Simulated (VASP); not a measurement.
# ScAl3 (R-3m) in VASP: further runs

The runs below take ScAl3 through single point, with PBEsol.

All numbers are computed with VASP 6.6.1; they aren't measurements. Logs are shortened: lines on timing, memory, paths and dates and some standing lists are left out, and cuts for length are marked.

## (1) The cell of the first run

It takes space group R-3m (No. 166, trigonal). Conventional cell: a = 5.418 Å, b = 5.418 Å, c = 7.963 Å, α = 90.00°, β = 90.00°, γ = 120.00°. Sc (site symmetry -3m) has 12 Al at 2.71 to 3.08 Å within 3.6 Å. Al (site symmetry 2/m) has 4 Sc at 2.71 to 3.08 Å and 8 Al at 2.71 to 3.08 Å within 3.6 Å.

## (2) Single point, PBEsol

Contents of INCAR:

```
ALGO     = Fast           # electronic algorithm
EDIFF    = 1E-7           # SCF threshold, eV
ENCUT    = 520            # plane-wave cutoff, eV
GGA      = PS             # functional
ISIF     = 2              # what is computed and relaxed
ISMEAR   = 0              # smearing method
LASPH    = T              # aspherical terms in the spheres
LCHARG   = T              # write CHGCAR
LELF     = T              # ELF
LREAL    = F              # projectors in reciprocal space
LVHAR    = T            
LWAVE    = F              # write WAVECAR
NBANDS   = 18             # bands
NELM     = 60             # most SCF steps
PREC     = Accurate       # precision mode
SIGMA    = 0.15           # smearing width, eV
```

Contents of KPOINTS:

```
k-points
0
Gamma
  14 14 14
```

Contents of POSCAR:

```
ScAl3
1.0
    4.0866545944      0.2554159122      0.2554159122
    0.2554159122      4.0866545944      0.2554159122
    0.2554159122      0.2554159122      4.0866545944
Sc Al
1 3
Direct
    0.0000000000      0.0000000000      0.0000000000
    0.5000000000      0.0000000000      0.5000000000
    0.0000000000      0.5000000000      0.5000000000
    0.5000000000      0.5000000000      0.0000000000
```

Potentials or basis: VASP PAW PBE potentials, release 64 (Sc_sv, Al).

Command:

```sh
$ cat potpaw_PBE.64/Sc_sv/POTCAR potpaw_PBE.64/Al/POTCAR > POTCAR
$ mpirun -np 1 vasp_std > vasp.out
```

OUTCAR:

```text
EDIFF = 1E-7
   ENCUT = 520
   GGA = PS
   ISIF = 2
   ISMEAR = 0
   LASPH = T
   LREAL = F
   NELM = 60
   PREC = Accurate

 ion  position               nearest neighbor table
   1  0.000  0.000  0.000-   2 2.71   3 2.71   3 2.71   4 2.71   2 2.71   4 2.71   2 3.08   3 3.08
                             3 3.08   4 3.08   2 3.08   4 3.08
   2  0.500  0.000  0.500-   1 2.71   4 2.71   3 2.71   4 2.71   1 2.71   3 2.71   1 3.08   4 3.08
                             3 3.08   4 3.08   1 3.08   3 3.08
   3  0.000  0.500  0.500-   1 2.71   4 2.71   1 2.71   2 2.71   2 2.71   4 2.71   1 3.08   1 3.08
                             2 3.08   4 3.08   4 3.08   2 3.08
   4  0.500  0.500  0.000-   2 2.71   3 2.71   1 2.71   2 2.71   1 2.71   3 2.71   1 3.08   2 3.08
                             2 3.08   3 3.08   3 3.08   1 3.08

  LATTYP: Found a trigonal (rhomboedric) cell.
 ALAT       =     4.1025870314
 COS(alpha) =     0.1279069768

  Lattice vectors:

 A1 = (   4.0866545944,   0.2554159122,   0.2554159122)
 A2 = (   0.2554159122,   4.0866545944,   0.2554159122)
 A3 = (   0.2554159122,   0.2554159122,   4.0866545944)

Analysis of symmetry for initial positions (statically):
=====================================================================
 Subroutine PRICEL returns:
 Original cell was already a primitive cell.

 Routine SETGRP: Setting up the symmetry group for a
 trigonal (rhombohedral) supercell.

 Subroutine GETGRP returns: Found 12 space group operations
 (whereof 12 operations were pure point group operations)
 out of a pool of 12 trial point group operations.

The static configuration has the point symmetry D_3d.

Analysis of symmetry for dynamics (positions and initial velocities):
=====================================================================
 Subroutine PRICEL returns:
 Original cell was already a primitive cell.

 Routine SETGRP: Setting up the symmetry group for a
 trigonal (rhombohedral) supercell.

 Subroutine GETGRP returns: Found 12 space group operations
 (whereof 12 operations were pure point group operations)
 out of a pool of 12 trial point group operations.

The dynamic configuration has the point symmetry D_3d.

 Subroutine INISYM returns: Found 12 space group operations
 (whereof 12 operations are pure point group operations),
 and found     1 'primitive' translations

----------------------------------------------------------------------------------------

                                     Primitive cell

  volume of cell :      67.4837

  direct lattice vectors                    reciprocal lattice vectors
     4.086654594  0.255415912  0.255415912     0.246511513 -0.014500677 -0.014500677
     0.255415912  4.086654594  0.255415912    -0.014500677  0.246511513 -0.014500677
     0.255415912  0.255415912  4.086654594    -0.014500677 -0.014500677  0.246511513

  length of vectors
     4.102587031  4.102587031  4.102587031     0.247363023  0.247363023  0.247363023

  position of ions in fractional coordinates (direct lattice)
     0.000000000  0.000000000  0.000000000
     0.500000000  0.000000000  0.500000000
     0.000000000  0.500000000  0.500000000
     0.500000000  0.500000000  0.000000000

  ion indices of the primitive-cell ions
   primitive index   ion index
                 1           1
                 2           2
                 3           3
                 4           4

----------------------------------------------------------------------------------------

 KPOINTS: k-points

Automatic generation of k-mesh.
 Grid dimensions read from file:
 generate k-points for:   14   14   14

 Generating k-lattice:

  Cartesian coordinates                     Fractional coordinates (reciprocal lattice)
     0.017607965 -0.001035763 -0.001035763     0.071428571  0.000000000  0.000000000
    -0.001035763  0.017607965 -0.001035763     0.000000000  0.071428571  0.000000000
    -0.001035763 -0.001035763  0.017607965     0.000000000  0.000000000  0.071428571

  Length of vectors
     0.017668787  0.017668787  0.017668787

  Shift w.r.t. Gamma in fractional coordinates (k-lattice)
     0.000000000  0.000000000  0.000000000

 Subroutine IBZKPT returns following result:
 ===========================================

 Found    288 irreducible k-points:

 Following reciprocal coordinates:
            Coordinates               Weight
  0.000000  0.000000  0.000000      1.000000
  0.071429  0.000000  0.000000      6.000000
  0.142857  0.000000  0.000000      6.000000
  0.214286  0.000000  0.000000      6.000000
  0.285714  0.000000  0.000000      6.000000
  0.357143  0.000000  0.000000      6.000000
[... 16 lines left out ...]
  0.214286  0.142857  0.000000     12.000000
  0.285714  0.142857  0.000000     12.000000
 [... further k-points ...]
   k-points           NKPTS =    288   k-points in BZ     NKDIM =    288   number of bands    NBANDS=     18
   number of dos      NEDOS =    301   number of ions     NIONS =      4
   total plane-waves  NPLWV =  32768
   dimension x,y,z NGX =    32 NGY =   32 NGZ =   32
   dimension x,y,z NGXF=    64 NGYF=   64 NGZF=   64
   ions per type =               1   3
   NGX,Y,Z   is equivalent  to a cutoff of  12.97, 12.97, 12.97 a.u.
   NGXF,Y,Z  is equivalent  to a cutoff of  25.93, 25.93, 25.93 a.u.
 SYSTEM =  unknown system
   PREC   = accura    normal or accurate (medium, high low for compatibility)
   ISTART =      0    job   : 0-new  1-cont  2-samecut
   ICHARG =      2    charge: 1-file 2-atom 10-const
   ISPIN  =      1    spin polarized calculation?
   LNONCOLLINEAR =      F non collinear calculations
   LSORBIT =      F    spin-orbit coupling
   LASPH  =      T    aspherical Exc in radial PAW
   ENCUT  =  520.0 eV  38.22 Ry    6.18 a.u.   7.63  7.63  7.63*2*pi/ulx,y,z
   NELM   =     60;   NELMIN=  2; NELMDL= -5     # of ELM steps
   EDIFF  = 0.1E-06   stopping-criterion for ELM
   LREAL  =      F    real-space projection
   EDIFFG = 0.1E-05   stopping-criterion for IOM
   NSW    =      0    number of steps for IOM
   IBRION =     -1    ionic relax: 0-MD 1-quasi-New 2-CG
   NFREE  =      0    steps in history (QN), initial steepest desc. (CG)
   ISIF   =      2    stress and relaxation
   ISYM   =      2    0-nonsym 1-usesym 2-fastsym
   POTIM  = 0.5000    time-step for ionic-motion
   TEBEG  =    0.0;   TEEND  =   0.0 temperature during run
   PSTRESS=    0.0 pullay stress
   NELECT =      20.0000    total number of electrons
   NUPDOWN=      -1.0000    fix difference up-down
   EMIN   =  10.00;   EMAX   =-10.00  energy-range for DOS
   EFERMI =   0.00;   METHOD = LEGACY
   ISMEAR =     0;   SIGMA  =   0.15  broadening in eV -4-tet -1-fermi 0-gaus
   EFERMI_NEDOS =   21; number of points for ismear=-14 and -15
   IALGO  =     68    algorithm
   IMIX   =      4    mixing-type and parameters
     AMIX     =   0.40;   BMIX     =  1.00
     AMIX_MAG =   1.60;   BMIX_MAG =  1.00
  volume/ion in A,a.u.               =      16.87       113.85
  Fermi-wavevector in a.u.,A,eV,Ry     =   1.091487  2.062611 16.209215  1.191344
  Thomas-Fermi vector in A             =   2.227733
   LORBIT       =      0    0 simple, 1 ext, 2 COOP (PROOUT), +10 PAW based schemes
   GGA     = PS    functional components
   LHFCALC =     F    Hartree Fock is set to
   AEXX    =    0.0000 exact exchange contribution
   IVDW    =     0    specifies the selected vdW correction
   LEPSILON=     F    determine dielectric tensor
   LRPA    =     F    only Hartree local field effects (RPA)
 non-spin polarized calculation
 RMM-DIIS sequential band-by-band and
 Gauss-broadening in eV      SIGMA  =   0.15
  energy-cutoff  :      520.00
  volume of cell :       67.48
 maximum number of plane-waves:      1834
   NGX = 15   NGY = 15   NGZ = 15

 number of electron      20.0000003 magnetization

 Free energy of the ion-electron system (eV)
  ---------------------------------------------------
  ext. energy  EPLUGINS =         0.00000000
  ---------------------------------------------------
  free energy    TOTEN  =       -20.03225056 eV

  energy without entropy =      -20.01147155  energy(sigma->0) =      -20.02186106

 E-fermi :   7.1335     XC(G=0): -10.5235

 val. band max:        7.1331429110   @ k =  -0.3571   0.1429  -0.0000
 cond. band min:       7.1340446855   @ k =  -0.1429   0.4286   0.0714
 fundamental gap:      0.0009017745
 Fermi energy:         7.1335337280

 k-point     1 :       0.0000    0.0000    0.0000
  band No.  band energies     occupation
      1     -41.3916      2.00000
      2     -20.2643      2.00000
      3     -20.1829      2.00000
      4     -20.1829      2.00000
      5      -2.7860      2.00000
      6       4.7117      2.00000
[... 10 lines left out ...]
     17      12.3542      0.00000
     18      12.4116      0.00000

 k-point     2 :       0.0714    0.0000    0.0000
  band No.  band energies     occupation
      1     -41.3915      2.00000
      2     -20.2649      2.00000
      3     -20.1840      2.00000
      4     -20.1828      2.00000
      5      -2.7376      2.00000
      6       4.1452      2.00000
[... 10 lines left out ...]
     17      12.5017      0.00000
     18      12.8174      0.00000

 k-point     3 :       0.1429    0.0000    0.0000
  band No.  band energies     occupation
      1     -41.3913      2.00000
      2     -20.2665      2.00000
      3     -20.1867      2.00000
      4     -20.1826      2.00000
      5      -2.5931      2.00000
      6       3.3762      2.00000
[... 10 lines left out ...]
     17      12.4757      0.00000
     18      12.7690      0.00000

 k-point     4 :       0.2143    0.0000    0.0000
  band No.  band energies     occupation
      1     -41.3910      2.00000
      2     -20.2690      2.00000
      3     -20.1905      2.00000
      4     -20.1822      2.00000
      5      -2.3551      2.00000
      6       2.5621      2.00000
[... 375 lines left out ...]
      4     -20.1843      2.00000
      5      -2.4494      2.00000
      6       3.6132      2.00000
[... 10 lines left out ...]
     17      11.9201      0.00000
     18      12.4129      0.00000

 k-point    23 :       0.2143    0.1429    0.0000
  band No.  band energies     occupation
      1     -41.3908      2.00000
      2     -20.2710      2.00000
      3     -20.1906      2.00000
      4     -20.1843      2.00000
      5      -2.2366      2.00000
      6       2.8878      2.00000
[... 10 lines left out ...]
     17      12.3317      0.00000
     18      12.5968      0.00000

 k-point    24 :       0.2857    0.1429    0.0000
  band No.  band energies     occupation
      1     -41.3905      2.00000
      2     -20.2740      2.00000
      3     -20.1943      2.00000
      4     -20.1840      2.00000
      5      -1.9346      2.00000
      6       2.0849      2.00000
[... 10 lines left out ...]
     17      12.5139      0.00000
     18      12.8635      0.00000

 [... further k-points ...]
[... 5 lines left out ...]
  --------------------------------------------------------------------------------------
  -------------------------------------------------------------------------------------
  Total        2.1553353      2.1553353      2.1553353     -4.0885892     -4.0885892     -4.0885892
  in kB       51.1713114     51.1713114     51.1713114    -97.0700355    -97.0700355    -97.0700355
  external PRESSURE =      51.1713114 kB  Pullay stress =       0.0000000 kB

 VOLUME and BASIS-vectors are now :
 -----------------------------------------------------------------------------
  energy-cutoff  :      520.00
  volume of cell :       67.48
      direct lattice vectors                 reciprocal lattice vectors
     4.086654594  0.255415912  0.255415912     0.246511513 -0.014500677 -0.014500677
     0.255415912  4.086654594  0.255415912    -0.014500677  0.246511513 -0.014500677
     0.255415912  0.255415912  4.086654594    -0.014500677 -0.014500677  0.246511513

 POSITION                                       TOTAL-FORCE (eV/Angst)
 -----------------------------------------------------------------------------------
      0.00000      0.00000      0.00000         0.000000      0.000000      0.000000
      2.17104      0.25542      2.17104        -0.000000     -0.000000      0.000000
      0.25542      2.17104      2.17104        -0.000000      0.000000      0.000000
      2.17104      2.17104      0.25542         0.000000     -0.000000     -0.000000
 -----------------------------------------------------------------------------------
    total drift:                               -0.000000      0.000000      0.000000

  FREE ENERGIE OF THE ION-ELECTRON SYSTEM (eV)
  ---------------------------------------------------
  free  energy   TOTEN  =       -20.0322505621 eV

  energy  without entropy=      -20.0114715502  energy(sigma->0) =      -20.02186106
```

It took 8.7 min on 1 thread of Intel Xeon Platinum 8375C at 2.90GHz (Ice Lake), shared host; peak memory 0.43 GiB.

What came out:

| Property | Result |
| --- | --- |
| Free energy | -20.0323 eV |
| Pressure | 5.1 GPa |
| Band gap on the k mesh | zero (bands 10 and 11 overlap by 2.61 eV) |

Levels at points of the mesh, in eV from the Fermi level:
```csv
k point,band 6,band 7,band 8,band 9,band 10,band 11,band 12,band 13,band 14,band 15
"(0.00, 0.00, 0.00)",-2.42,-2.42,-2.24,-1.20,-1.20,1.12,1.18,1.18,1.98,4.39
"(0.50, 0.00, 0.00)",-7.19,-1.90,-1.52,-1.05,0.03,0.78,1.29,2.06,2.37,2.67
"(0.50, 0.50, 0.00)",-6.10,-4.74,-4.16,-1.07,-0.20,0.78,1.80,2.38,2.63,3.30
"(0.50, 0.50, 0.50)",-4.40,-3.97,-3.97,-3.52,-2.22,-2.22,1.23,2.61,2.61,3.66
```

Caveat: the cell stands under pressure; the PAW data sets were made with another functional, which shifts forces and pressure a little.

## (3) Single point, PBEsol

This run uses another cell than the first one, of the same volume but with other edges.

Contents of INCAR:

```
  PREC = Accurate
  ENCUT = 520
  EDIFF = 1E-7
  ISMEAR = 0
  SIGMA = 0.15
  LREAL = F
  LASPH = T
  NELM = 100
  ALGO = Fast
  ISIF = 2
  LWAVE = F
  LCHARG = F
  GGA = PS
  NBANDS = 18
```

Contents of KPOINTS:

```
regular mesh
0
Gamma
  14 14 14
```

Contents of POSCAR:

```
ScAl3
1.0
    4.2072383821      0.7959640182      0.7959640182
    0.7959640182      4.2072383821      0.7959640182
    0.7959640182      0.7959640182      4.2072383821
Sc Al
1 3
Direct
    0.0000000000      0.0000000000      0.0000000000
    0.5000000000      0.0000000000      0.5000000000
    0.0000000000      0.5000000000      0.5000000000
    0.5000000000      0.5000000000      0.0000000000
```

Potentials or basis: VASP PAW PBE potentials, release 64 (Sc_sv, Al).

Command:

```sh
$ cat potpaw_PBE.64/Sc_sv/POTCAR potpaw_PBE.64/Al/POTCAR > POTCAR
$ mpirun -np 1 vasp_std > vasp.out
```

OUTCAR:

```text
PREC = Accurate
   ENCUT = 520
   EDIFF = 1E-7
   ISMEAR = 0
   LREAL = F
   LASPH = T
   NELM = 100
   ISIF = 2
   GGA = PS

 ion  position               nearest neighbor table
   1  0.000  0.000  0.000-   2 2.41   3 2.41   3 2.41   4 2.41   2 2.41   4 2.41
   2  0.500  0.000  0.500-   1 2.41   4 2.41   3 2.41   4 2.41   1 2.41   3 2.41
   3  0.000  0.500  0.500-   1 2.41   4 2.41   1 2.41   2 2.41   2 2.41   4 2.41
   4  0.500  0.500  0.000-   2 2.41   3 2.41   1 2.41   2 2.41   1 2.41   3 2.41

[... 698 lines left out ...]
     18      12.4325      0.00000

 [... further k-points ...]
[... 5 lines left out ...]
  --------------------------------------------------------------------------------------
  -------------------------------------------------------------------------------------
  Total       16.4334717     16.4334717     16.4334717    -12.2965569    -12.2965569    -12.2965569
  in kB      390.1584630    390.1584630    390.1584630   -291.9410960   -291.9410960   -291.9410960
  external PRESSURE =     390.1584630 kB  Pullay stress =       0.0000000 kB

 VOLUME and BASIS-vectors are now :
 -----------------------------------------------------------------------------
  energy-cutoff  :      520.00
  volume of cell :       67.48
      direct lattice vectors                 reciprocal lattice vectors
     4.207238382  0.795964018  0.795964018     0.252909912 -0.040235668 -0.040235668
     0.795964018  4.207238382  0.795964018    -0.040235668  0.252909912 -0.040235668
     0.795964018  0.795964018  4.207238382    -0.040235668 -0.040235668  0.252909912

 POSITION                                       TOTAL-FORCE (eV/Angst)
 -----------------------------------------------------------------------------------
      0.00000      0.00000      0.00000        -0.000000     -0.000000      0.000000
      2.50160      0.79596      2.50160        -0.000000     -0.000000      0.000000
      0.79596      2.50160      2.50160         0.000000      0.000000      0.000000
      2.50160      2.50160      0.79596         0.000000      0.000000      0.000000
 -----------------------------------------------------------------------------------
    total drift:                               -0.000000     -0.000000     -0.000000

  FREE ENERGIE OF THE ION-ELECTRON SYSTEM (eV)
  ---------------------------------------------------
  free  energy   TOTEN  =       -14.3534183974 eV

  energy  without entropy=      -14.3203025576  energy(sigma->0) =      -14.33686048
```

It took 7.8 min on 1 thread of Intel Xeon Platinum 8375C at 2.90GHz (Ice Lake), shared host; peak memory 0.43 GiB.

What came out:

```
Free energy            : -14.3534 eV
Pressure               : 39.0 GPa
Band gap on the k mesh : zero (bands 10 and 11 overlap by 0.77 eV)
```

Stress tensor (GPa, compression positive):
```
 39.02 -29.19 -29.19
-29.19  39.02 -29.19
-29.19 -29.19  39.02
```

Caveat: the cell stands under pressure; the PAW data sets were made with another functional, which shifts forces and pressure a little.

(Continued in part 2 of 2.)
